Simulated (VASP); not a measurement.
Input of a VASP 6.6.1 run:

The input INCAR:

```
SYSTEM = Pd
PREC = Accurate ; ENCUT = 520
EDIFF = 1E-7 ; ISMEAR = 0
SIGMA = 0.15 ; LREAL = .False.
LASPH = .True. ; NELM = 60
ALGO = Fast ; ISIF = 2
LWAVE = .False. ; LCHARG = .True.
GGA = PS ; LELF = .True.
LVHAR = .True. ; NBANDS = 11
```

The input KPOINTS:

```
regular mesh
0
Gamma
  22 22 22
  0 0 0
```

File POSCAR:

```
Pd
1.0
   -1.5722810000      1.5722810000      1.5722810000
    1.5722810000     -1.5722810000      1.5722810000
    1.5722810000      1.5722810000     -1.5722810000
Pd
1
Direct
    0.0000000000      0.0000000000      0.0000000000
```

Potentials or basis: VASP PAW PBE potentials, release 64 (Pd).

Command:

```sh
$ cat potpaw_PBE.64/Pd/POTCAR > POTCAR
$ mpirun -np 1 vasp_std > vasp.out
```

(1) What does it give for the band gap on the k mesh?

(2) What does it give for the pressure?

Results:

(1) zero (band 5 reaches 9.31 eV, above the bottom of band 6 at 7.78 eV).

(2) -10.1 GPa.

Caveat: the PAW data sets were made with another functional, which shifts forces and pressure a little.
